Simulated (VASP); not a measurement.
# TaTi4 (Im-3m) in VASP: single point with PBE

Aim: the single point of TaTi4 with PBE.

Everything below comes from runs of VASP 6.6.1. Logs are shortened: lines on timing, memory, paths and dates and some standing lists are left out, and cuts for length are marked.

**1. The cell of the first run**

Symmetry: Im-3m, No. 229, cubic system. Conventional cell: a = 5.667 Å, b = 5.667 Å, c = 5.667 Å, α = 90.00°, β = 90.00°, γ = 90.00°. Ti (site symmetry -3m) has 2 Ta at 2.45 Å and 6 Ti at 2.83 Å within 3.2 Å. Within 3.2 Å of Ta (site symmetry m-3m) lie 8 Ti at 2.45 Å.

**2. Single point, PBE**

The input, INCAR:

```
ALGO = Normal ; EDIFF = 1E-6
ENCUT = 520 ; GGA = PE
ISIF = 2 ; ISMEAR = 0
LASPH = T ; LCHARG = F
LREAL = F ; LWAVE = F
NBANDS = 38 ; NELM = 80
PREC = Accurate ; SIGMA = 0.1
```

The input, KPOINTS:

```
k-points
0
Gamma
  4 4 4
```

The input, POSCAR:

```
TaTi4
1.0
   -2.8335941300      2.8335941300      2.8335941300
    2.8335941300     -2.8335941300      2.8335941300
    2.8335941300      2.8335941300     -2.8335941300
Ti Ta
4 1
Direct
    0.5000000000      0.5000000000      0.5000000000
    0.0000000000      0.0000000000      0.5000000000
    0.0000000000      0.5000000000      0.0000000000
    0.5000000000      0.0000000000      0.0000000000
    0.0000000000      0.0000000000      0.0000000000
```

Potentials or basis: VASP PAW PBE potentials, release 64 (Ti_sv, Ta_pv).

Run with:

```
$ cat potpaw_PBE.64/Ti_sv/POTCAR potpaw_PBE.64/Ta_pv/POTCAR > POTCAR
$ mpirun -np 1 vasp_std > vasp.out
```

OUTCAR:

```text
EDIFF = 1E-6
   ENCUT = 520
   GGA = PE
   ISIF = 2
   ISMEAR = 0
   LASPH = T
   LREAL = F
   NELM = 80
   PREC = Accurate

 ion  position               nearest neighbor table
   1  0.500  0.500  0.500-   5 2.45   5 2.45   4 2.83   2 2.83   4 2.83   3 2.83   2 2.83   3 2.83

   2  0.000  0.000  0.500-   5 2.45   5 2.45   4 2.83   1 2.83   3 2.83   3 2.83   4 2.83   1 2.83

   3  0.000  0.500  0.000-   5 2.45   5 2.45   4 2.83   1 2.83   2 2.83   2 2.83   1 2.83   4 2.83

   4  0.500  0.000  0.000-   5 2.45   5 2.45   3 2.83   1 2.83   1 2.83   2 2.83   2 2.83   3 2.83

   5  0.000  0.000  0.000-   1 2.45   2 2.45   3 2.45   4 2.45   2 2.45   3 2.45   4 2.45   1 2.45

  LATTYP: Found a body centered cubic cell.
 ALAT       =     5.6671882600

  Lattice vectors:

 A1 = (  -2.8335941300,   2.8335941300,   2.8335941300)
 A2 = (   2.8335941300,  -2.8335941300,   2.8335941300)
 A3 = (   2.8335941300,   2.8335941300,  -2.8335941300)

Analysis of symmetry for initial positions (statically):
=====================================================================
 Subroutine PRICEL returns:
 Original cell was already a primitive cell.

 Routine SETGRP: Setting up the symmetry group for a
 body centered cubic supercell.

 Subroutine GETGRP returns: Found 48 space group operations
 (whereof 48 operations were pure point group operations)
 out of a pool of 48 trial point group operations.

The static configuration has the point symmetry O_h .

Analysis of symmetry for dynamics (positions and initial velocities):
=====================================================================
 Subroutine PRICEL returns:
 Original cell was already a primitive cell.

 Routine SETGRP: Setting up the symmetry group for a
 body centered cubic supercell.

 Subroutine GETGRP returns: Found 48 space group operations
 (whereof 48 operations were pure point group operations)
 out of a pool of 48 trial point group operations.

The dynamic configuration has the point symmetry O_h .

 Subroutine INISYM returns: Found 48 space group operations
 (whereof 48 operations are pure point group operations),
 and found     1 'primitive' translations

----------------------------------------------------------------------------------------

                                     Primitive cell
[... 79 lines left out ...]
   NELM   =     80;   NELMIN=  2; NELMDL= -5     # of ELM steps
   EDIFF  = 0.1E-05   stopping-criterion for ELM
   LREAL  =      F    real-space projection
   EDIFFG = 0.1E-04   stopping-criterion for IOM
   NSW    =      0    number of steps for IOM
   IBRION =     -1    ionic relax: 0-MD 1-quasi-New 2-CG
   NFREE  =      0    steps in history (QN), initial steepest desc. (CG)
   ISIF   =      2    stress and relaxation
   ISYM   =      2    0-nonsym 1-usesym 2-fastsym
   POTIM  = 0.5000    time-step for ionic-motion
   TEBEG  =    0.0;   TEEND  =   0.0 temperature during run
   PSTRESS=    0.0 pullay stress
   NELECT =      59.0000    total number of electrons
   NUPDOWN=      -1.0000    fix difference up-down
   EMIN   =  10.00;   EMAX   =-10.00  energy-range for DOS
   EFERMI =   0.00;   METHOD = LEGACY
   ISMEAR =     0;   SIGMA  =   0.10  broadening in eV -4-tet -1-fermi 0-gaus
   EFERMI_NEDOS =   21; number of points for ismear=-14 and -15
   IALGO  =     38    algorithm
   IMIX   =      4    mixing-type and parameters
     AMIX     =   0.40;   BMIX     =  1.00
     AMIX_MAG =   1.60;   BMIX_MAG =  1.00
  volume/ion in A,a.u.               =      18.20       122.83
  Fermi-wavevector in a.u.,A,eV,Ry     =   1.416885  2.677524 27.314545  2.007562
  Thomas-Fermi vector in A             =   2.538173
   LORBIT       =      0    0 simple, 1 ext, 2 COOP (PROOUT), +10 PAW based schemes
   GGA     = PE    functional components
   LHFCALC =     F    Hartree Fock is set to
   AEXX    =    0.0000 exact exchange contribution
   IVDW    =     0    specifies the selected vdW correction
   LEPSILON=     F    determine dielectric tensor
   LRPA    =     F    only Hartree local field effects (RPA)
 non-spin polarized calculation
 Gauss-broadening in eV      SIGMA  =   0.10
  energy-cutoff  :      520.00
  volume of cell :       91.01
 maximum number of plane-waves:      2491
 NGX is ok and might be reduce to    40
   NGX = 19   NGY = 19   NGZ = 19

 number of electron      58.9999985 magnetization

 Free energy of the ion-electron system (eV)
  ---------------------------------------------------
  ext. energy  EPLUGINS =         0.00000000
  ---------------------------------------------------
  free energy    TOTEN  =       -37.28492437 eV

  energy without entropy =      -37.24511722  energy(sigma->0) =      -37.26502080

 E-fermi :   7.2235     XC(G=0): -11.2928

 val. band max:        7.1882949717   @ k =   0.5000   0.0000   0.0000
 cond. band min:       7.2452069020   @ k =   0.2500   0.2500   0.0000
 fundamental gap:      0.0569119304
 Fermi energy:         7.2235482829

 k-point     1 :       0.0000    0.0000    0.0000
  band No.  band energies     occupation
      1     -49.4139      2.00000
      2     -49.3028      2.00000
      3     -49.3028      2.00000
      4     -49.3028      2.00000
      5     -27.1868      2.00000
      6     -27.1868      2.00000
[... 317 lines left out ...]
     37       8.7537      0.00000
     38       8.8782      0.00000

------------------------ aborting loop because EDIFF is reached ----------------------------------------

  FORCE on cell =-STRESS in cart. coord.  units (eV):
  Direction    XX          YY          ZZ          XY          YZ          ZX
  --------------------------------------------------------------------------------------
  -------------------------------------------------------------------------------------
  Total       10.0705852     10.0705852     10.0705852     -0.0000000      0.0000000     -0.0000000
  in kB      177.2933172    177.2933172    177.2933172     -0.0000000      0.0000000     -0.0000000
  external PRESSURE =     177.2933172 kB  Pullay stress =       0.0000000 kB

 VOLUME and BASIS-vectors are now :
 -----------------------------------------------------------------------------
  energy-cutoff  :      520.00
  volume of cell :       91.01
      direct lattice vectors                 reciprocal lattice vectors
    -2.833594130  2.833594130  2.833594130     0.000000000  0.176454346  0.176454346
     2.833594130 -2.833594130  2.833594130     0.176454346  0.000000000  0.176454346
     2.833594130  2.833594130 -2.833594130     0.176454346  0.176454346  0.000000000

 POSITION                                       TOTAL-FORCE (eV/Angst)
 -----------------------------------------------------------------------------------
      1.41680      1.41680      1.41680         0.000000     -0.000000      0.000000
      1.41680      1.41680     -1.41680         0.000000     -0.000000      0.000000
      1.41680     -1.41680      1.41680        -0.000000      0.000000     -0.000000
     -1.41680      1.41680      1.41680        -0.000000      0.000000     -0.000000
      0.00000      0.00000      0.00000        -0.000000      0.000000     -0.000000
 -----------------------------------------------------------------------------------
    total drift:                                0.000000     -0.000000      0.000000

  FREE ENERGIE OF THE ION-ELECTRON SYSTEM (eV)
  ---------------------------------------------------
  free  energy   TOTEN  =       -37.2849243698 eV

  energy  without entropy=      -37.2451172217  energy(sigma->0) =      -37.26502080
```

OSZICAR:

```text
N       E                     dE             d eps       ncg     rms          rms(c)
DAV:   1     0.785503606796E+03    0.78550E+03   -0.30223E+04   608   0.187E+03
DAV:   2     0.557460309650E+02   -0.72976E+03   -0.71483E+03   620   0.569E+02
DAV:   3    -0.326277851649E+02   -0.88374E+02   -0.85544E+02   988   0.169E+02
DAV:   4    -0.429138334458E+02   -0.10286E+02   -0.10081E+02   928   0.483E+01
DAV:   5    -0.434815074649E+02   -0.56767E+00   -0.56655E+00   954   0.101E+01    0.253E+01
DAV:   6    -0.400896439429E+02    0.33919E+01   -0.10356E+02   852   0.574E+01    0.170E+01
DAV:   7    -0.372774255456E+02    0.28122E+01   -0.15269E+01   780   0.221E+01    0.104E+01
DAV:   8    -0.373960967041E+02   -0.11867E+00   -0.30041E+00   766   0.135E+01    0.263E+00
DAV:   9    -0.373040109198E+02    0.92086E-01   -0.19330E+00   722   0.914E+00    0.245E+00
DAV:  10    -0.372808726868E+02    0.23138E-01   -0.22475E-01   834   0.390E+00    0.549E-01
DAV:  11    -0.372866688240E+02   -0.57961E-02   -0.26596E-02   832   0.117E+00    0.476E-01
DAV:  12    -0.372850304503E+02    0.16384E-02   -0.54639E-03   738   0.580E-01    0.180E-01
DAV:  13    -0.372849159968E+02    0.11445E-03   -0.15937E-03   878   0.245E-01    0.296E-02
DAV:  14    -0.372849311958E+02   -0.15199E-04   -0.12949E-04   762   0.883E-02    0.246E-02
DAV:  15    -0.372849243519E+02    0.68439E-05   -0.47937E-05   714   0.521E-02    0.477E-03
DAV:  16    -0.372849243698E+02   -0.17886E-07   -0.48888E-06   690   0.146E-02
   1 F= -.37284924E+02 E0= -.37265021E+02  d E =-.398071E-01
```

Run time: 40 s. Hardware: 1 thread of Intel Xeon Platinum 8259CL at 2.50GHz (Skylake/Cascade Lake), shared host; peak memory 0.24 GiB.

What came out:

* Free energy: -37.2849 eV
* Pressure: 17.7 GPa

Caveat: the k points lie up to 0.39 Å⁻¹ apart; spin-orbit coupling is left out, which moves the levels of the heavy elements.
